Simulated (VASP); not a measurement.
# Bi (C2/m) in VASP: single point with PBEsol

Aim: the single point of Bi with PBEsol.

Program: VASP 6.6.1. These are calculated values, not measurements. Logs are shortened: lines on timing, memory, paths and dates and some standing lists are left out, and cuts for length are marked.

## Step 1: The cell of the first run

The structure is monoclinic, space group C2/m (No. 12). The conventional cell has a = 9.307 Å, b = 8.595 Å, c = 2.945 Å, α = 90.00°, β = 106.36°, γ = 90.00°. Within 3.9 Å of Bi (site symmetry 2/m) lie 2 Bi at 2.95 Å.

## Step 2: Single point, PBEsol (strained)

INCAR reads:

```
SYSTEM = Bi
  PREC = Accurate
  ENCUT = 520
  EDIFF = 1E-6
  ISMEAR = 0
  SIGMA = 0.1
  LREAL = .False.
  LASPH = .True.
  NELM = 60
  ALGO = Fast
  ISIF = 2
  LWAVE = .False.
  LCHARG = .True.
  GGA = PS
  LELF = .True.
  LVHAR = .True.
  NBANDS = 14
```

KPOINTS reads:

```
Automatic mesh
0
Gamma
  14 14 14
  0 0 0
```

POSCAR reads:

```
Bi
1.0
   -4.4404955650      4.2976300553      1.3922811595
    4.4942561602     -4.2976300553      1.5522773330
    4.4404955650      4.2976300553     -1.3922811595
Bi
1
Direct
    0.0000000000      0.0000000000      0.0000000000
```

Potentials or basis: VASP PAW PBE potentials, release 64 (Bi_d).

The run is started by

```console
$ cat potpaw_PBE.64/Bi_d/POTCAR > POTCAR
$ mpirun -np 1 vasp_std > vasp.out
```

OUTCAR:

```text
SYSTEM = Bi
   PREC = Accurate
   ENCUT = 520
   EDIFF = 1E-6
   ISMEAR = 0
   LREAL = .False.
   LASPH = .True.
   NELM = 60
   ISIF = 2
   GGA = PS

 ion  position               nearest neighbor table
   1  0.000  0.000  0.000-

  LATTYP: Found a base centered monoclinic cell.
 ALAT       =     9.3072977152
 B/A-ratio  =     0.9234968488
 C/A-ratio  =     0.3164236615
 COS(beta)  =    -0.2817122406

  Lattice vectors:

 A1 = (   4.4404955650,  -4.2976300553,  -1.3922811595)
 A2 = (   4.4404955650,   4.2976300553,  -1.3922811595)
 A3 = (   0.0537605952,   0.0000000000,   2.9445584925)

Analysis of symmetry for initial positions (statically):
=====================================================================
 Subroutine PRICEL returns:
 Original cell was already a primitive cell.

 Routine SETGRP: Setting up the symmetry group for a
 base centered monoclinic supercell.

 Subroutine GETGRP returns: Found  4 space group operations
 (whereof  4 operations were pure point group operations)
 out of a pool of  4 trial point group operations.

The static configuration has the point symmetry C_2h.

Analysis of symmetry for dynamics (positions and initial velocities):
=====================================================================
 Subroutine PRICEL returns:
 Original cell was already a primitive cell.

 Routine SETGRP: Setting up the symmetry group for a
 base centered monoclinic supercell.

 Subroutine GETGRP returns: Found  4 space group operations
 (whereof  4 operations were pure point group operations)
 out of a pool of  4 trial point group operations.

The dynamic configuration has the point symmetry C_2h.

 Subroutine INISYM returns: Found  4 space group operations
 (whereof  4 operations are pure point group operations),
 and found     1 'primitive' translations

----------------------------------------------------------------------------------------

                                     Primitive cell

  volume of cell :     113.0289

  direct lattice vectors                    reciprocal lattice vectors
    -4.440495565  4.297630055  1.392281159    -0.006083436  0.116343192  0.339720556
     4.494256160 -4.297630055  1.552277333     0.105875696  0.000000000  0.337676450
     4.440495565  4.297630055 -1.392281159     0.111959132  0.116343192 -0.002044106

  length of vectors
     6.334514329  6.409175255  6.334514329     0.359141759  0.353885643  0.161476822

  position of ions in fractional coordinates (direct lattice)
     0.000000000  0.000000000  0.000000000

  ion indices of the primitive-cell ions
   primitive index   ion index
                 1           1

----------------------------------------------------------------------------------------

 KPOINTS: Automatic mesh

Automatic generation of k-mesh.
 Grid dimensions read from file:
 generate k-points for:   14   14   14

 Generating k-lattice:

  Cartesian coordinates                     Fractional coordinates (reciprocal lattice)
    -0.000434531  0.008310228  0.024265754     0.071428571  0.000000000  0.000000000
     0.007562550  0.000000000  0.024119746     0.000000000  0.071428571 -0.000000000
     0.007997081  0.008310228 -0.000146008     0.000000000 -0.000000000  0.071428571

  Length of vectors
     0.025652983  0.025277546  0.011534059

  Shift w.r.t. Gamma in fractional coordinates (k-lattice)
     0.000000000  0.000000000  0.000000000

 Subroutine IBZKPT returns following result:
 ===========================================

 Found    744 irreducible k-points:

 Following reciprocal coordinates:
            Coordinates               Weight
  0.000000  0.000000  0.000000      1.000000
  0.071429  0.000000  0.000000      4.000000
  0.142857  0.000000  0.000000      4.000000
  0.214286  0.000000  0.000000      4.000000
  0.285714  0.000000  0.000000      4.000000
  0.357143 -0.000000  0.000000      4.000000
[... 16 lines left out ...]
 -0.000000  0.142857  0.000000      2.000000
  0.071429  0.142857  0.000000      4.000000
 [... further k-points ...]
   k-points           NKPTS =    744   k-points in BZ     NKDIM =    744   number of bands    NBANDS=     14
   number of dos      NEDOS =    301   number of ions     NIONS =      1
   total plane-waves  NPLWV = 110592
   dimension x,y,z NGX =    48 NGY =   48 NGZ =   48
   dimension x,y,z NGXF=    96 NGYF=   96 NGZF=   96
   ions per type =               1
   NGX,Y,Z   is equivalent  to a cutoff of  12.60, 12.45, 12.60 a.u.
   NGXF,Y,Z  is equivalent  to a cutoff of  25.19, 24.90, 25.19 a.u.
 SYSTEM =  Bi
   PREC   = accura    normal or accurate (medium, high low for compatibility)
   ISTART =      0    job   : 0-new  1-cont  2-samecut
   ICHARG =      2    charge: 1-file 2-atom 10-const
   ISPIN  =      1    spin polarized calculation?
   LNONCOLLINEAR =      F non collinear calculations
   LSORBIT =      F    spin-orbit coupling
   LASPH  =      T    aspherical Exc in radial PAW
   ENCUT  =  520.0 eV  38.22 Ry    6.18 a.u.  11.78 11.92 11.78*2*pi/ulx,y,z
   NELM   =     60;   NELMIN=  2; NELMDL= -5     # of ELM steps
   EDIFF  = 0.1E-05   stopping-criterion for ELM
   LREAL  =      F    real-space projection
   EDIFFG = 0.1E-04   stopping-criterion for IOM
   NSW    =      0    number of steps for IOM
   IBRION =     -1    ionic relax: 0-MD 1-quasi-New 2-CG
   NFREE  =      0    steps in history (QN), initial steepest desc. (CG)
   ISIF   =      2    stress and relaxation
   ISYM   =      2    0-nonsym 1-usesym 2-fastsym
   POTIM  = 0.5000    time-step for ionic-motion
   TEBEG  =    0.0;   TEEND  =   0.0 temperature during run
   PSTRESS=    0.0 pullay stress
   NELECT =      15.0000    total number of electrons
   NUPDOWN=      -1.0000    fix difference up-down
   EMIN   =  10.00;   EMAX   =-10.00  energy-range for DOS
   EFERMI =   0.00;   METHOD = LEGACY
   ISMEAR =     0;   SIGMA  =   0.10  broadening in eV -4-tet -1-fermi 0-gaus
   EFERMI_NEDOS =   21; number of points for ismear=-14 and -15
   IALGO  =     68    algorithm
   IMIX   =      4    mixing-type and parameters
     AMIX     =   0.40;   BMIX     =  1.00
     AMIX_MAG =   1.60;   BMIX_MAG =  1.00
  volume/ion in A,a.u.               =     113.03       762.76
  Fermi-wavevector in a.u.,A,eV,Ry     =   0.835043  1.578002  9.487292  0.697296
  Thomas-Fermi vector in A             =   1.948535
   LORBIT       =      0    0 simple, 1 ext, 2 COOP (PROOUT), +10 PAW based schemes
   GGA     = PS    functional components
   LHFCALC =     F    Hartree Fock is set to
   AEXX    =    0.0000 exact exchange contribution
   IVDW    =     0    specifies the selected vdW correction
   LEPSILON=     F    determine dielectric tensor
   LRPA    =     F    only Hartree local field effects (RPA)
 non-spin polarized calculation
 RMM-DIIS sequential band-by-band and
 Gauss-broadening in eV      SIGMA  =   0.10
  energy-cutoff  :      520.00
  volume of cell :      113.03
 maximum number of plane-waves:      3076
   NGX = 23   NGY = 23   NGZ = 23

 number of electron      14.9999995 magnetization

 Free energy of the ion-electron system (eV)
  ---------------------------------------------------
  ext. energy  EPLUGINS =         0.00000000
  ---------------------------------------------------
  free energy    TOTEN  =        -2.95545344 eV

  energy without entropy =       -2.94751108  energy(sigma->0) =       -2.95148226

 E-fermi :  -1.3427     XC(G=0):  -4.6618

 val. band max:       -1.3432404474   @ k =  -0.3571   0.0714   0.2143
 cond. band min:      -1.3426936190   @ k =  -0.3571   0.0714   0.0000
 fundamental gap:      0.0005468283
 Fermi energy:        -1.3427473279

 k-point     1 :       0.0000    0.0000    0.0000
  band No.  band energies     occupation
      1     -24.4077      2.00000
      2     -23.9415      2.00000
      3     -23.9414      2.00000
      4     -23.8517      2.00000
      5     -23.8516      2.00000
      6     -13.0107      2.00000
      7      -2.6814      2.00000
      8      -2.6717      2.00000
      9       1.5634      0.00000
     10       3.3252      0.00000
     11       5.6774      0.00000
     12       6.2995      0.00000
     13       6.5039      0.00000
     14       6.5706      0.00000

 k-point     2 :       0.0714    0.0000    0.0000
  band No.  band energies     occupation
      1     -24.3733      2.00000
      2     -23.9403      2.00000
      3     -23.9401      2.00000
      4     -23.8639      2.00000
      5     -23.8639      2.00000
      6     -12.9242      2.00000
      7      -2.5862      2.00000
      8      -2.5757      2.00000
      9       1.6690      0.00000
     10       3.4230      0.00000
     11       5.3825      0.00000
     12       5.6879      0.00000
     13       6.4020      0.00000
     14       6.5730      0.00000

 k-point     3 :       0.1429    0.0000    0.0000
  band No.  band energies     occupation
      1     -24.2765      2.00000
      2     -23.9367      2.00000
      3     -23.9366      2.00000
      4     -23.8980      2.00000
      5     -23.8979      2.00000
      6     -12.6635      2.00000
      7      -2.3071      2.00000
      8      -2.2928      2.00000
      9       1.9702      0.00000
     10       3.2787      0.00000
     11       3.7161      0.00000
     12       5.7299      0.00000
     13       6.6455      0.00000
     14       6.7912      0.00000
[... 324 lines left out ...]
 k-point    23 :      -0.0000    0.1429    0.0000
  band No.  band energies     occupation
      1     -24.2765      2.00000
      2     -23.9367      2.00000
      3     -23.9366      2.00000
      4     -23.8980      2.00000
      5     -23.8979      2.00000
      6     -12.6636      2.00000
      7      -2.2996      2.00000
      8      -2.2930      2.00000
      9       1.9466      0.00000
     10       3.2767      0.00000
     11       3.7085      0.00000
     12       5.6422      0.00000
     13       6.8280      0.00000
     14       6.9565      0.00000

 k-point    24 :       0.0714    0.1429    0.0000
  band No.  band energies     occupation
      1     -24.1357      2.00000
      2     -23.9468      2.00000
      3     -23.9468      2.00000
      4     -23.9315      2.00000
      5     -23.9314      2.00000
      6     -12.2281      2.00000
      7      -1.8461      2.00000
      8      -1.8163      2.00000
      9       0.9630      0.00000
     10       2.4565      0.00000
     11       4.1373      0.00000
     12       6.0708      0.00000
     13       6.9713      0.00000
     14       7.5304      0.00000

 [... further k-points ...]

------------------------ aborting loop because EDIFF is reached ----------------------------------------

  FORCE on cell =-STRESS in cart. coord.  units (eV):
  Direction    XX          YY          ZZ          XY          YZ          ZX
  --------------------------------------------------------------------------------------
  -------------------------------------------------------------------------------------
  Total       -0.1248267     -0.1165140     -2.6333452      0.0000000      0.0000000     -0.0453610
  in kB       -1.7694090     -1.6515776    -37.3274818      0.0000000      0.0000000     -0.6429888
  external PRESSURE =     -13.5828228 kB  Pullay stress =       0.0000000 kB

 VOLUME and BASIS-vectors are now :
 -----------------------------------------------------------------------------
  energy-cutoff  :      520.00
  volume of cell :      113.03
      direct lattice vectors                 reciprocal lattice vectors
    -4.440495565  4.297630055  1.392281159    -0.006083436  0.116343192  0.339720556
     4.494256160 -4.297630055  1.552277333     0.105875696  0.000000000  0.337676450
     4.440495565  4.297630055 -1.392281159     0.111959132  0.116343192 -0.002044106

 POSITION                                       TOTAL-FORCE (eV/Angst)
 -----------------------------------------------------------------------------------
      0.00000      0.00000      0.00000         0.000000      0.000000     -0.000000
 -----------------------------------------------------------------------------------
    total drift:                               -0.000000     -0.000000      0.000000

  FREE ENERGIE OF THE ION-ELECTRON SYSTEM (eV)
  ---------------------------------------------------
  free  energy   TOTEN  =        -2.9554534440 eV

  energy  without entropy=       -2.9475110808  energy(sigma->0) =       -2.95148226
```

Run time: 15 min. Hardware: 1 thread of Intel Xeon 6975P-C (Granite Rapids), shared host; peak memory 1.1 GiB.

What came out:

| Quantity | Value |
| --- | --- |
| Free energy | -2.9555 eV |
| Pressure | -1.4 GPa |
| Band gap on the k mesh | zero (an odd number of electrons rules out a gap without spin polarisation) |

Caveat: the cell differs from its parent crystal (strained); the PAW data sets were made with another functional, which shifts forces and pressure a little; spin-orbit coupling is left out, which moves the levels of the heavy elements.
